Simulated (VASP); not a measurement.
# Al5Cu3 in VASP: notebook

Runs on Al5Cu3. Level: PBE. Tasks: relaxation of cell and atoms, single point.

All numbers are computed with VASP 6.6.1; they aren't measurements. Logs are shortened: lines on timing, memory, paths and dates and some standing lists are left out, and cuts for length are marked.

## (1) The cell of the first run

It takes space group P4/mmm (No. 123, tetragonal). The conventional cell has a = 3.847 Å, b = 3.847 Å, c = 8.222 Å, α = 90.00°, β = 90.00°, γ = 90.00°. Al (site symmetry 2mm) has 6 Al at 2.72 to 2.82 Å and 6 Cu at 2.81 to 2.82 Å within 3.6 Å. Al (site symmetry 4/mmm) has 4 Cu at 2.72 Å and 8 Al at 2.82 Å within 3.6 Å. Cu (site symmetry 4/mmm) has 4 Cu at 2.72 Å and 8 Al at 2.81 Å within 3.6 Å. Cu (site symmetry 4/mmm) has 12 Al at 2.72 to 2.82 Å within 3.6 Å. Within 3.6 Å of Cu (site symmetry 4/mmm) lie 4 Cu at 2.72 Å and 8 Al at 2.81 Å.

The cell was built from a structure type or drawn by symmetry, and may not be a known phase.

## (2) Relaxation of cell and atoms, PBE

Input file INCAR:

```
SYSTEM = Al5Cu3
PREC = Accurate ; ENCUT = 600
EDIFF = 1E-6 ; ISMEAR = 0
SIGMA = 0.2 ; LREAL = .FALSE.
LASPH = .TRUE. ; NELM = 80
ALGO = Fast ; ISIF = 3
LWAVE = .FALSE. ; LCHARG = .FALSE.
GGA = PE ; IBRION = 2
NSW = 36 ; EDIFFG = -0.08
```

Input file KPOINTS:

```
Automatic mesh
0
G
  4 4 2
  0 0 0
```

Input file POSCAR:

```
Al5Cu3
1.0
    3.8467831600      0.0000000000      0.0000000000
    0.0000000000      3.8467831600      0.0000000000
    0.0000000000      0.0000000000      8.2221461000
Al Cu
5 3
Direct
    0.0000000000      0.5000000000      0.2504879800
    0.0000000000      0.5000000000      0.7495120200
    0.5000000000      0.0000000000      0.2504879800
    0.5000000000      0.0000000000      0.7495120200
    0.0000000000      0.0000000000      0.0000000000
    0.0000000000      0.0000000000      0.5000000000
    0.5000000000      0.5000000000      0.0000000000
    0.5000000000      0.5000000000      0.5000000000
```

Potentials or basis: VASP PAW PBE potentials, release 64 (Al, Cu).

On the command line:

```
$ cat potpaw_PBE.64/Al/POTCAR potpaw_PBE.64/Cu/POTCAR > POTCAR
$ mpirun -np 1 vasp_std > vasp.out
```

OUTCAR:

```text
SYSTEM = Al5Cu3
   PREC = Accurate
   ENCUT = 600
   EDIFF = 1E-6
   ISMEAR = 0
   LREAL = .FALSE.
   LASPH = .TRUE.
   NELM = 80
   ISIF = 3
   GGA = PE
   IBRION = 2
   NSW = 36
   EDIFFG = -0.08

 ion  position               nearest neighbor table
   1  0.000  0.500  0.250-   3 2.72   3 2.72   3 2.72   3 2.72   6 2.81   8 2.81   8 2.81   6 2.81
                             7 2.82   7 2.82   5 2.82   5 2.82
   2  0.000  0.500  0.750-   4 2.72   4 2.72   4 2.72   4 2.72   6 2.81   8 2.81   8 2.81   6 2.81
                             7 2.82   7 2.82   5 2.82   5 2.82
   3  0.500  0.000  0.250-   1 2.72   1 2.72   1 2.72   1 2.72   8 2.81   8 2.81   6 2.81   6 2.81
                             7 2.82   5 2.82   7 2.82   5 2.82
   4  0.500  0.000  0.750-   2 2.72   2 2.72   2 2.72   2 2.72   8 2.81   8 2.81   6 2.81   6 2.81
                             7 2.82   5 2.82   7 2.82   5 2.82
   5  0.000  0.000  0.000-   7 2.72   7 2.72   7 2.72   7 2.72   1 2.82   1 2.82   2 2.82   2 2.82
                             3 2.82   4 2.82   3 2.82   4 2.82
   6  0.000  0.000  0.500-   8 2.72   8 2.72   8 2.72   8 2.72   1 2.81   1 2.81   2 2.81   2 2.81
                             3 2.81   4 2.81   3 2.81   4 2.81
   7  0.500  0.500  0.000-   5 2.72   5 2.72   5 2.72   5 2.72   1 2.82   3 2.82   4 2.82   2 2.82
                             1 2.82   2 2.82   3 2.82   4 2.82
   8  0.500  0.500  0.500-   6 2.72   6 2.72   6 2.72   6 2.72   1 2.81   3 2.81   4 2.81   2 2.81
                             1 2.81   2 2.81   3 2.81   4 2.81

  LATTYP: Found a simple tetragonal cell.
 ALAT       =     3.8467831600
 C/A-ratio  =     2.1374082598

  Lattice vectors:

 A1 = (   3.8467831600,   0.0000000000,   0.0000000000)
 A2 = (   0.0000000000,   3.8467831600,   0.0000000000)
 A3 = (   0.0000000000,   0.0000000000,   8.2221461000)

Analysis of symmetry for initial positions (statically):
=====================================================================
 Subroutine PRICEL returns:
 Original cell was already a primitive cell.

 Routine SETGRP: Setting up the symmetry group for a
 simple tetragonal supercell.

 Subroutine GETGRP returns: Found 16 space group operations
 (whereof 16 operations were pure point group operations)
 out of a pool of 16 trial point group operations.

The static configuration has the point symmetry D_4h.

Analysis of symmetry for dynamics (positions and initial velocities):
=====================================================================
 Subroutine PRICEL returns:
 Original cell was already a primitive cell.

 Routine SETGRP: Setting up the symmetry group for a
 simple tetragonal supercell.

 Subroutine GETGRP returns: Found 16 space group operations
 (whereof 16 operations were pure point group operations)
 out of a pool of 16 trial point group operations.

The dynamic configuration has the point symmetry D_4h.

 Subroutine INISYM returns: Found 16 space group operations
 (whereof 16 operations are pure point group operations),
 and found     1 'primitive' translations

----------------------------------------------------------------------------------------

                                     Primitive cell

  volume of cell :     121.6692

  direct lattice vectors                    reciprocal lattice vectors
     3.846783160  0.000000000  0.000000000     0.259957465  0.000000000  0.000000000
     0.000000000  3.846783160  0.000000000     0.000000000  0.259957465  0.000000000
     0.000000000  0.000000000  8.222146100     0.000000000  0.000000000  0.121622748

  length of vectors
     3.846783160  3.846783160  8.222146100     0.259957465  0.259957465  0.121622748

  position of ions in fractional coordinates (direct lattice)
     0.000000000  0.500000000  0.250487980
     0.000000000  0.500000000  0.749512020
     0.500000000  0.000000000  0.250487980
     0.500000000  0.000000000  0.749512020
     0.000000000  0.000000000  0.000000000
     0.000000000  0.000000000  0.500000000
     0.500000000  0.500000000  0.000000000
     0.500000000  0.500000000  0.500000000

  ion indices of the primitive-cell ions
   primitive index   ion index
                 1           1
                 2           2
                 3           3
                 4           4
                 5           5
                 6           6
                 7           7
                 8           8

----------------------------------------------------------------------------------------

 KPOINTS: Automatic mesh

Automatic generation of k-mesh.
 Grid dimensions read from file:
 generate k-points for:    4    4    2

 Generating k-lattice:

  Cartesian coordinates                     Fractional coordinates (reciprocal lattice)
     0.064989366  0.000000000  0.000000000     0.250000000  0.000000000  0.000000000
     0.000000000  0.064989366  0.000000000     0.000000000  0.250000000  0.000000000
     0.000000000  0.000000000  0.060811374     0.000000000  0.000000000  0.500000000

  Length of vectors
     0.064989366  0.064989366  0.060811374

  Shift w.r.t. Gamma in fractional coordinates (k-lattice)
     0.000000000  0.000000000  0.000000000

 Subroutine IBZKPT returns following result:
 ===========================================

 Found     12 irreducible k-points:

 Following reciprocal coordinates:
            Coordinates               Weight
  0.000000  0.000000  0.000000      1.000000
  0.250000  0.000000  0.000000      4.000000
  0.500000  0.000000  0.000000      2.000000
  0.250000  0.250000  0.000000      4.000000
  0.500000  0.250000  0.000000      4.000000
  0.500000  0.500000  0.000000      1.000000
  0.000000  0.000000  0.500000      1.000000
  0.250000  0.000000  0.500000      4.000000
  0.500000  0.000000  0.500000      2.000000
  0.250000  0.250000  0.500000      4.000000
  0.500000  0.250000  0.500000      4.000000
  0.500000  0.500000  0.500000      1.000000
   k-points           NKPTS =     12   k-points in BZ     NKDIM =     12   number of bands    NBANDS=     29
   number of dos      NEDOS =    301   number of ions     NIONS =      8
   total plane-waves  NPLWV =  71680
   dimension x,y,z NGX =    32 NGY =   32 NGZ =   70
   dimension x,y,z NGXF=    64 NGYF=   64 NGZF=  140
   ions per type =               5   3
   NGX,Y,Z   is equivalent  to a cutoff of  13.83, 13.83, 14.15 a.u.
   NGXF,Y,Z  is equivalent  to a cutoff of  27.66, 27.66, 28.31 a.u.
 SYSTEM =  Al5Cu3
   PREC   = accura    normal or accurate (medium, high low for compatibility)
   ISTART =      0    job   : 0-new  1-cont  2-samecut
   ICHARG =      2    charge: 1-file 2-atom 10-const
   ISPIN  =      1    spin polarized calculation?
   LNONCOLLINEAR =      F non collinear calculations
   LSORBIT =      F    spin-orbit coupling
   LASPH  =      T    aspherical Exc in radial PAW
   ENCUT  =  600.0 eV  44.10 Ry    6.64 a.u.   7.68  7.68 16.42*2*pi/ulx,y,z
   NELM   =     80;   NELMIN=  2; NELMDL= -5     # of ELM steps
   EDIFF  = 0.1E-05   stopping-criterion for ELM
   LREAL  =      F    real-space projection
   EDIFFG = -.8E-01   stopping-criterion for IOM
   NSW    =     36    number of steps for IOM
   IBRION =      2    ionic relax: 0-MD 1-quasi-New 2-CG
   NFREE  =      1    steps in history (QN), initial steepest desc. (CG)
   ISIF   =      3    stress and relaxation
   ISYM   =      2    0-nonsym 1-usesym 2-fastsym
   POTIM  = 0.5000    time-step for ionic-motion
   TEBEG  =    0.0;   TEEND  =   0.0 temperature during run
   PSTRESS=    0.0 pullay stress
   NELECT =      48.0000    total number of electrons
   NUPDOWN=      -1.0000    fix difference up-down
   EMIN   =  10.00;   EMAX   =-10.00  energy-range for DOS
   EFERMI =   0.00;   METHOD = LEGACY
   ISMEAR =     0;   SIGMA  =   0.20  broadening in eV -4-tet -1-fermi 0-gaus
   EFERMI_NEDOS =   21; number of points for ismear=-14 and -15
   IALGO  =     68    algorithm
   IMIX   =      4    mixing-type and parameters
     AMIX     =   0.40;   BMIX     =  1.00
     AMIX_MAG =   1.60;   BMIX_MAG =  1.00
  volume/ion in A,a.u.               =      15.21       102.63
  Fermi-wavevector in a.u.,A,eV,Ry     =   1.200683  2.268962 19.614700  1.441640
  Thomas-Fermi vector in A             =   2.336512
   LORBIT       =      0    0 simple, 1 ext, 2 COOP (PROOUT), +10 PAW based schemes
   GGA     = PE    functional components
   LHFCALC =     F    Hartree Fock is set to
   AEXX    =    0.0000 exact exchange contribution
   IVDW    =     0    specifies the selected vdW correction
   LEPSILON=     F    determine dielectric tensor
   LRPA    =     F    only Hartree local field effects (RPA)
 conjugate gradient relaxation of ions
 non-spin polarized calculation
 RMM-DIIS sequential band-by-band and
 Gauss-broadening in eV      SIGMA  =   0.20
  energy-cutoff  :      600.00
  volume of cell :      121.67
 maximum number of plane-waves:      4097
 NGX is ok and might be reduce to    32
   NGX = 15   NGY = 15   NGZ = 33

--------------------------------------- Ionic step        1  -------------------------------------------

 number of electron      47.9999986 magnetization

 Free energy of the ion-electron system (eV)
  ---------------------------------------------------
  ext. energy  EPLUGINS =         0.00000000
  ---------------------------------------------------
  free energy    TOTEN  =       -30.30807993 eV

  energy without entropy =      -30.27563317  energy(sigma->0) =      -30.29185655

------------------------ aborting loop because EDIFF is reached ----------------------------------------

  FORCE on cell =-STRESS in cart. coord.  units (eV):
  Direction    XX          YY          ZZ          XY          YZ          ZX
  --------------------------------------------------------------------------------------
  -------------------------------------------------------------------------------------
  Total       -0.0285963     -0.0285963     -8.3139922      0.0000000     -0.0000000     -0.0000000
  in kB       -0.3765653     -0.3765653   -109.4812117      0.0000000     -0.0000000     -0.0000000
  external PRESSURE =     -36.7447807 kB  Pullay stress =       0.0000000 kB

 VOLUME and BASIS-vectors are now :
 -----------------------------------------------------------------------------
  energy-cutoff  :      600.00
  volume of cell :      121.67
      direct lattice vectors                 reciprocal lattice vectors
     3.846783160  0.000000000  0.000000000     0.259957465  0.000000000  0.000000000
     0.000000000  3.846783160  0.000000000     0.000000000  0.259957465  0.000000000
     0.000000000  0.000000000  8.222146100     0.000000000  0.000000000  0.121622748
[... 211 lines left out ...]
 POSITION                                       TOTAL-FORCE (eV/Angst)
 -----------------------------------------------------------------------------------
     -0.00000      1.95582      1.99909        -0.000000     -0.000000      0.199627
      3.91165      1.95582      5.61296         0.000000      0.000000     -0.199627
      1.95582     -0.00000      1.99909        -0.000000     -0.000000      0.199627
      1.95582     -0.00000      5.61296         0.000000      0.000000     -0.199627
     -0.00000      0.00000      0.00000        -0.000000     -0.000000      0.000000
     -0.00000     -0.00000      3.80602        -0.000000     -0.000000      0.000000
      1.95582      1.95582      0.00000        -0.000000     -0.000000      0.000000
      1.95582      1.95582      3.80602        -0.000000     -0.000000      0.000000
 -----------------------------------------------------------------------------------
    total drift:                                0.000000     -0.000000     -0.000000

  FREE ENERGIE OF THE ION-ELECTRON SYSTEM (eV)
  ---------------------------------------------------
  free  energy   TOTEN  =       -30.7385309830 eV

  energy  without entropy=      -30.7035965612  energy(sigma->0) =      -30.72106377

--------------------------------------- Ionic step        7  -------------------------------------------

 number of electron      48.0000006 magnetization

 Free energy of the ion-electron system (eV)
  ---------------------------------------------------
  ext. energy  EPLUGINS =         0.00000000
  ---------------------------------------------------
  free energy    TOTEN  =       -30.76719434 eV

  energy without entropy =      -30.73900364  energy(sigma->0) =      -30.75309899

 E-fermi :   8.3507     XC(G=0): -11.0232

 val. band max:        8.3137970533   @ k =   0.5000   0.5000   0.5000
 cond. band min:       8.3692771928   @ k =   0.5000   0.5000   0.5000
 fundamental gap:      0.0554801395
 Fermi energy:         8.3506927305

 k-point     1 :       0.0000    0.0000    0.0000
  band No.  band energies     occupation
      1      -2.7351      2.00000
      2      -0.5837      2.00000
      3       0.1476      2.00000
      4       3.1547      2.00000
      5       3.7703      2.00000
      6       3.7703      2.00000
[... 395 lines left out ...]
 POSITION                                       TOTAL-FORCE (eV/Angst)
 -----------------------------------------------------------------------------------
     -0.00000      1.94411      2.04088        -0.000000     -0.000000      0.017466
     -0.00000      1.94411      5.64321         0.000000      0.000000     -0.017466
      1.94411     -0.00000      2.04088        -0.000000     -0.000000      0.017466
      1.94411      3.88822      5.64321         0.000000      0.000000     -0.017466
      3.88822      3.88822      0.00000        -0.000000     -0.000000      0.000000
      3.88822      3.88822      3.84205         0.000000      0.000000      0.000000
      1.94411      1.94411      0.00000         0.000000      0.000000      0.000000
      1.94411      1.94411      3.84205        -0.000000     -0.000000      0.000000
 -----------------------------------------------------------------------------------
    total drift:                                0.000000     -0.000000     -0.000000

  FREE ENERGIE OF THE ION-ELECTRON SYSTEM (eV)
  ---------------------------------------------------
  free  energy   TOTEN  =       -30.7671943352 eV

  energy  without entropy=      -30.7390036449  energy(sigma->0) =      -30.75309899

 reached required accuracy - stopping structural energy minimisation
```

Wall time 4.2 min (1 thread of Intel Xeon 6975P-C (Granite Rapids), shared host); peak memory 0.28 GiB.

What came out:

* Free energy: -30.7672 eV
* Relaxed volume: 14.52 Å³/atom
* Relaxed cell: a = 3.888 Å, b = 3.888 Å, c = 7.684 Å, α = 90.00°, β = 90.00°, γ = 90.00°
* Space group after relaxing (to 0.1 Å): P4/mmm (No. 123)
* Energy gained by relaxing: 57.4 meV/atom
* Ionic steps: 7
* Pressure after relaxing: -0.1 GPa
* Largest force after relaxing: 0.017 eV/Å
* Band gap on the k mesh: zero (bands 24 and 25 overlap by 2.60 eV)

Forces in eV/Å, atoms in the order of the input:
```
Al   0.000  0.000  0.017
Al   0.000  0.000 -0.017
Al   0.000  0.000  0.017
Al   0.000  0.000 -0.017
Al   0.000  0.000  0.000
Cu   0.000  0.000  0.000
Cu   0.000  0.000  0.000
Cu   0.000  0.000  0.000
```

Step by step:
| step | energy change (eV) | largest force (eV/Å) | pressure (GPa) | volume (Å³) |
| --- | --- | --- | --- | --- |
| 1 | 0.0000 | 0.5328 | -3.67 | 121.67 |
| 2 | -0.3201 | 0.6148 | -0.38 | 115.53 |
| 3 | -0.3295 | 0.6065 | 3.36 | 112.47 |
| 4 | -0.3397 | 0.6160 | 2.29 | 113.57 |
| 5 | -0.4212 | 0.3464 | 0.92 | 115.43 |
| 6 | -0.4305 | 0.1996 | -0.46 | 116.47 |
| 7 | -0.4591 | 0.0175 | -0.09 | 116.17 |

Final structure:
```
CELL_PARAMETERS angstrom
3.88822 0.00000 0.00000
0.00000 3.88822 0.00000
0.00000 0.00000 7.68409
ATOMIC_POSITIONS crystal
Al 0.00000 0.50000 0.26560
Al 0.00000 0.50000 0.73440
Al 0.50000 0.00000 0.26560
Al 0.50000 0.00000 0.73440
Al 0.00000 0.00000 0.00000
Cu 0.00000 0.00000 0.50000
Cu 0.50000 0.50000 0.00000
Cu 0.50000 0.50000 0.50000
```

Levels at points of the mesh, in eV from the Fermi level:
```csv
k point,band 19,band 20,band 21,band 22,band 23,band 24,band 25,band 26,band 27,band 28
"(0.00, 0.00, 0.00)",-2.17,-2.17,-1.91,0.38,0.84,0.84,0.92,0.92,1.00,1.08
"(0.50, 0.00, 0.00)",-3.39,-3.33,-3.05,0.67,0.69,1.02,1.07,1.81,2.18,2.68
"(0.50, 0.50, 0.00)",-3.42,-3.40,-3.37,-3.05,-2.64,-1.47,-1.47,-1.35,-1.32,2.39
"(0.00, 0.00, 0.50)",-2.78,-1.29,-1.29,-1.20,-1.20,0.36,0.98,1.02,1.80,3.94
"(0.50, 0.00, 0.50)",-3.35,-2.28,-2.12,-1.78,-1.54,1.12,1.22,1.29,1.60,2.27
"(0.50, 0.50, 0.50)",-3.37,-3.27,-3.25,-2.65,-2.46,-0.40,-0.04,-0.04,0.02,0.02
```

Caveat: the k points lie up to 0.41 Å⁻¹ apart in the final cell, too coarse for converged energies and pressures of a metal.

[end of part 1 of 2]
